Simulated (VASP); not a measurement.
# Si: single point with LDA

Crystal: Si.

```
CELL_PARAMETERS angstrom
-3.28351 3.28351 3.28351
3.28351 -3.28351 3.28351
3.28351 3.28351 -3.28351
ATOMIC_POSITIONS crystal
Si 0.20461 0.20461 0.20461
Si 0.50000 0.00000 0.29539
Si 0.29539 0.50000 0.00000
Si 0.00000 0.29539 0.50000
Si 0.79539 0.79539 0.79539
Si 0.50000 0.00000 0.70461
Si 0.70461 0.50000 0.00000
Si 0.00000 0.70461 0.50000
```

```
Program                : VASP 6.6.1
Task                   : single point
Functional             : LDA
Potentials or basis    : VASP PAW LDA potentials, release 64 (Si)
Cutoff                 : 520 eV
k mesh                 : 7 × 7 × 7
Occupations            : fermi-dirac, width 0.05 eV
Spin                   : no spin polarisation
Dipole correction      : no
Further INCAR settings : ALGO = Normal; EDIFF = 1e-07; NBANDS = 26
```

| Item | Value |
| --- | --- |
| Pressure | 0.0 GPa |
| Largest force | 0.006 eV/Å |
| Band gap on the k mesh | zero (band 16 reaches 7.46 eV, above the bottom of band 17 at 7.40 eV) |

Forces in eV/Å, atoms in the order of the input:
```
Si  -0.004 -0.004 -0.004
Si   0.004  0.004 -0.004
Si  -0.004  0.004  0.004
Si   0.004 -0.004  0.004
Si   0.004  0.004  0.004
Si  -0.004 -0.004  0.004
Si   0.004 -0.004 -0.004
Si  -0.004  0.004 -0.004
```

Levels at points of the mesh, in eV from the Fermi level:
```tsv
k point	band 12	band 13	band 14	band 15	band 16	band 17	band 18	band 19	band 20	band 21
(0.00, 0.00, 0.00)	-4.21	-4.21	-1.45	-1.45	-0.80	1.73	1.73	1.73	3.80	3.80
```

Run time: 48 s on 1 thread of AMD EPYC 9R45 96-Core Processor (Zen 5), with other jobs on the host, peak memory 0.19 GiB.
